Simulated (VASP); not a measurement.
ZrB, 2 atoms in the cell. The structure is cubic, space group Fm-3m (No. 225). Conventional cell: a = 4.911 Å, b = 4.911 Å, c = 4.911 Å, α = 90.00°, β = 90.00°, γ = 90.00°. Zr (site symmetry m-3m) has 6 B at 2.46 Å within 3.2 Å. B (site symmetry m-3m) has 6 Zr at 2.46 Å within 3.2 Å. 

```yaml
Program: VASP 6.6.1
Task: single point
Functional: r2SCAN
Potentials_or_basis: VASP PAW PBE potentials, release 64 (Zr_sv, B)
Cutoff: 520 eV
k_mesh: 8 × 8 × 8
Occupations: gaussian, width 0.1 eV
Spin: no spin polarisation
Dipole_correction: no
Further_INCAR_settings: ALGO = Normal; EDIFF = 1e-06; NBANDS = 14
```

Potentials or basis: VASP PAW PBE potentials, release 64 (Zr_sv, B).

Command:

```console
$ cat potpaw_PBE.64/Zr_sv/POTCAR potpaw_PBE.64/B/POTCAR > POTCAR
$ cp INCAR.step1 INCAR
$ mpirun -np 1 vasp_std > vasp.out
$ cp INCAR.step2 INCAR
$ mpirun -np 1 vasp_std > vasp.out
```

Hardware: 1 thread of AMD EPYC 7R13 Processor (Zen 3), with other jobs on the host.

Problem. Estimate the wall time of this run.

Solution. Wall time 59 s on 1 thread of AMD EPYC 7R13 Processor (Zen 3) (shared host), peak memory 0.14 GiB. Counts: k points 29.
